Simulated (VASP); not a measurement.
Input of a VASP 6.6.1 run:

File POSCAR:

```
GaSb
1.0
    0.0000000000      3.1260154755      3.1260154755
    3.1260154755      0.0000000000      3.1260154755
    3.1260154755      3.1260154755      0.0000000000
Ga Sb
1 1
Direct
    0.0000000000      0.0000000000      0.0000000000
    0.2500000000      0.2500000000      0.2500000000
```

File INCAR.step1:

```
PREC = Accurate ; ENCUT = 520
ISMEAR = -1 ; SIGMA = 0.02
LREAL = F ; LASPH = T
NELM = 80 ; NBANDS = 16
GGA = PE ; ALGO = Normal
EDIFF = 1E-4 ; LWAVE = T
LCHARG = F
```

The input INCAR.step2:

```
PREC = Accurate ; ENCUT = 520
EDIFF = 1E-6 ; ISMEAR = -1
SIGMA = 0.02 ; LREAL = F
LASPH = T ; NELM = 80
ALGO = Normal ; ISIF = 2
LWAVE = F ; LCHARG = F
METAGGA = R2SCAN ; LMIXTAU = T
NBANDS = 16 ; ISTART = 1
```

The input KPOINTS:

```
Automatic mesh
0
Gamma
  6 6 6
```

Potentials or basis: VASP PAW PBE potentials, release 64 (Ga_d, Sb).

Launch:

```console
$ cat potpaw_PBE.64/Ga_d/POTCAR potpaw_PBE.64/Sb/POTCAR > POTCAR
$ cp INCAR.step1 INCAR
$ mpirun -np 1 vasp_std > vasp.out
$ cp INCAR.step2 INCAR
$ mpirun -np 1 vasp_std > vasp.out
```

Predict the band gap on the k mesh.

zero (filled and empty bands touch).

Predict the pressure.

-2.5 GPa.

Caveat: the PAW data sets were made with another functional, which shifts forces and pressure a little; spin-orbit coupling is left out, which moves the levels of the heavy elements.
